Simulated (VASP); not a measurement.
# Cs3Ge2S3 (Pm-3m) in VASP: a series of runs, part 2 of 2

VASP 6.6.1. Earlier steps stand in the parts before.

### 4 Relaxation of cell and atoms, PBE

This run uses another cell than the first one, of 33.77 Å³/atom, 0.963 times its volume.

File INCAR:

```
PREC = Accurate
ENCUT = 600
EDIFF = 1E-7
ISMEAR = 0
SIGMA = 0.1
LREAL = False
LASPH = True
NELM = 100
ALGO = Normal
ISIF = 3
LWAVE = False
LCHARG = False
GGA = PE
IBRION = 2
NSW = 90
EDIFFG = -0.04
```

File KPOINTS:

```
Automatic mesh
0
Gamma
  4 4 4
```

File POSCAR:

```
Cs3Ge2S3
1.0
    6.4644398100      0.0000000000      0.0000000000
    0.0000000000      6.4644398100      0.0000000000
    0.0000000000      0.0000000000      6.4644398100
Cs Ge S
3 2 3
Direct
    0.5000000000      0.0000000000      0.0000000000
    0.0000000000      0.5000000000      0.0000000000
    0.0000000000      0.0000000000      0.5000000000
    0.5000000000      0.5000000000      0.5000000000
    0.0000000000      0.0000000000      0.0000000000
    0.0000000000      0.5000000000      0.5000000000
    0.5000000000      0.0000000000      0.5000000000
    0.5000000000      0.5000000000      0.0000000000
```

Potentials or basis: VASP PAW PBE potentials, release 64 (Cs_sv, Ge_d, S).

Launch:

```console
$ cat potpaw_PBE.64/Cs_sv/POTCAR potpaw_PBE.64/Ge_d/POTCAR potpaw_PBE.64/S/POTCAR > POTCAR
$ mpirun -np 1 vasp_std > vasp.out
```

OUTCAR:

```text
PREC = Accurate
   ENCUT = 600
   EDIFF = 1E-7
   ISMEAR = 0
   LREAL = False
   LASPH = True
   NELM = 100
   ISIF = 3
   GGA = PE
   IBRION = 2
   NSW = 90
   EDIFFG = -0.04

 ion  position               nearest neighbor table
   1  0.500  0.000  0.000-
   2  0.000  0.500  0.000-
   3  0.000  0.000  0.500-
   4  0.500  0.500  0.500-
   5  0.000  0.000  0.000-
   6  0.000  0.500  0.500-
   7  0.500  0.000  0.500-
   8  0.500  0.500  0.000-

  LATTYP: Found a simple cubic cell.
[... 184 lines left out ...]

  FORCE on cell =-STRESS in cart. coord.  units (eV):
  Direction    XX          YY          ZZ          XY          YZ          ZX
  --------------------------------------------------------------------------------------
  -------------------------------------------------------------------------------------
  Total        2.0769428      2.0769428      2.0769428      0.0000000      0.0000000     -0.0000000
  in kB       12.3180630     12.3180630     12.3180630      0.0000000      0.0000000     -0.0000000
  external PRESSURE =      12.3180630 kB  Pullay stress =       0.0000000 kB
[... 71 lines left out ...]
--------------------------------------- Ionic step        3  -------------------------------------------

 number of electron      73.0000037 magnetization

 Free energy of the ion-electron system (eV)
  ---------------------------------------------------
  ext. energy  EPLUGINS =         0.00000000
  ---------------------------------------------------
  free energy    TOTEN  =       -21.99822289 eV

  energy without entropy =      -21.87890481  energy(sigma->0) =      -21.93856385

 E-fermi :   1.2056     XC(G=0):  -8.2265

 val. band max:        1.1963505303   @ k =   0.2500   0.0000   0.0000
 cond. band min:       1.2151982171   @ k =   0.5000   0.2500   0.2500
 fundamental gap:      0.0188476868
 Fermi energy:         1.2055709421

 k-point     1 :       0.0000    0.0000    0.0000
  band No.  band energies     occupation
      1     -23.9903      2.00000
      2     -23.9903      2.00000
      3     -23.9903      2.00000
      4     -23.9859      2.00000
      5     -23.9859      2.00000
      6     -23.9509      2.00000
[... 484 lines left out ...]
  FREE ENERGIE OF THE ION-ELECTRON SYSTEM (eV)
  ---------------------------------------------------
  free  energy   TOTEN  =       -21.9982228935 eV

  energy  without entropy=      -21.8789048058  energy(sigma->0) =      -21.93856385

 reached required accuracy - stopping structural energy minimisation
```

OSZICAR:

```text
N       E                     dE             d eps       ncg     rms          rms(c)
DAV:   1     0.824608670822E+03    0.82461E+03   -0.34243E+04  1107   0.259E+03
DAV:   2     0.133772011551E+03   -0.69084E+03   -0.67410E+03   972   0.760E+02
DAV:   3    -0.134787097646E+02   -0.14725E+03   -0.14380E+03  1033   0.201E+02
DAV:   4    -0.260033883794E+02   -0.12525E+02   -0.12384E+02   949   0.703E+01
[... 35 lines left out ...]
DAV:   7    -0.219982259302E+02    0.15978E-03   -0.29823E-04   934   0.104E-01    0.319E-02
DAV:   8    -0.219982206886E+02    0.52416E-05   -0.17676E-05   974   0.220E-02    0.131E-02
DAV:   9    -0.219982226102E+02   -0.19216E-05   -0.26130E-06   959   0.820E-03    0.779E-03
DAV:  10    -0.219982228833E+02   -0.27306E-06   -0.75024E-07   809   0.446E-03    0.178E-03
DAV:  11    -0.219982228935E+02   -0.10235E-07   -0.62868E-08   511   0.126E-03
   3 F= -.21998223E+02 E0= -.21938564E+02  d E =-.570608E-01
```

It took 8.1 min on 1 thread of Intel Xeon Platinum 8259CL at 2.50GHz (Skylake/Cascade Lake), shared host; peak memory 0.49 GiB.

Results:

```
Free energy                            : -21.9982 eV
Relaxed volume                         : 35.82 Å³/atom
Relaxed cell                           : a = 6.593 Å, b = 6.593 Å, c = 6.593 Å, α = 90.00°, β = 90.00°, γ = 90.00°
Space group after relaxing (to 0.05 Å) : Pm-3m (No. 221)
Energy gained by relaxing              : 7.1 meV/atom
Ionic steps                            : 3
Pressure after relaxing                : 0.0 GPa
```

The path:
| step | energy change (eV) | largest force (eV/Å) | pressure (GPa) | volume (Å³) |
| --- | --- | --- | --- | --- |
| 1 | 0.0000 | 0.0000 | 1.23 | 270.14 |
| 2 | -0.0506 | 0.0000 | 0.38 | 280.42 |
| 3 | -0.0571 | 0.0000 | -0.04 | 286.59 |

Final structure:
```yaml
crystal:
  lattice:
    - [6.59305, 0.00000, 0.00000]
    - [0.00000, 6.59305, 0.00000]
    - [0.00000, 0.00000, 6.59305]
  atoms:
    - { symbol: Cs, position: [0.50000, 0.00000, 0.00000] }
    - { symbol: Cs, position: [0.00000, 0.50000, 0.00000] }
    - { symbol: Cs, position: [0.00000, 0.00000, 0.50000] }
    - { symbol: Ge, position: [0.50000, 0.50000, 0.50000] }
    - { symbol: Ge, position: [0.00000, 0.00000, 0.00000] }
    - { symbol: S, position: [0.00000, 0.50000, 0.50000] }
    - { symbol: S, position: [0.50000, 0.00000, 0.50000] }
    - { symbol: S, position: [0.50000, 0.50000, 0.00000] }
```

Caveat: spin-orbit coupling is left out, which moves the levels of the heavy elements.

### 5 Single point, PBE

This run uses another cell than the first one, of 33.77 Å³/atom, 0.963 times its volume.

File INCAR:

```
SYSTEM = Cs3Ge2S3
ALGO = Normal
EDIFF = 1E-6
ENCUT = 520
GGA = PE
ISIF = 2
ISMEAR = 0
LASPH = .True.
LCHARG = .False.
LREAL = .False.
LWAVE = .False.
NBANDS = 46
NELM = 100
PREC = Accurate
SIGMA = 0.1
```

File KPOINTS:

```
k-points
0
Gamma
  4 4 4
  0 0 0
```

POSCAR is that of step 4.

Launch:

```console
$ cat potpaw_PBE.64/Cs_sv/POTCAR potpaw_PBE.64/Ge_d/POTCAR potpaw_PBE.64/S/POTCAR > POTCAR
$ mpirun -np 1 vasp_std > vasp.out
```

It took 2.2 min on 1 thread of Intel Xeon Platinum 8259CL at 2.50GHz (Skylake/Cascade Lake), shared host; peak memory 0.37 GiB.

Results (log left out):

```yaml
Free_energy: -21.9407 eV
Pressure: 1.2 GPa
```

Levels at points of the mesh, in eV from the Fermi level:
```tsv
k point	band 34	band 35	band 36	band 37	band 38	band 39	band 40	band 41
(0.00, 0.00, 0.00)	0.06	0.06	0.06	1.12	1.12	1.12	2.97	2.97
(0.50, 0.00, 0.00)	-0.04	-0.04	0.00	0.00	0.91	0.91	1.55	3.28
(0.50, 0.50, 0.00)	-0.61	-0.51	-0.32	-0.09	-0.09	0.71	1.34	1.34
(0.50, 0.50, 0.50)	-0.65	-0.65	-0.65	-0.59	-0.59	-0.33	1.08	1.08
```

Caveat: spin-orbit coupling is left out, which moves the levels of the heavy elements.

### 6 Summary

| task | cell | k mesh | cutoff (eV) | gap on the mesh (eV) | pressure (GPa) | relaxed volume (Å³/atom) |
| --- | --- | --- | --- | --- | --- | --- |
| relaxation of cell and atoms | relaxed from a = 6.547 Å, 8 atoms | 6 × 6 × 6 | 600 | none | 0.0 | 35.65 |
| single point | a = 6.547 Å, 8 atoms | 4 × 4 × 4 | 520 | none | 0.4 | - |
| relaxation of cell and atoms | relaxed from a = 6.464 Å, 8 atoms | 4 × 4 × 4 | 600 | none | 0.0 | 35.82 |
| single point | a = 6.464 Å, 8 atoms | 4 × 4 × 4 | 520 | none | 1.2 | - |

Alike in all rows: level PBE; potentials or basis VASP PAW PBE potentials, release 64 (Cs_sv, Ge_d, S); no spin polarisation; smearing gaussian 0.1 eV.

Caveats: spin-orbit coupling is left out, which moves the levels of the heavy elements.

Absolute energies hang on the potentials; compare differences alone.
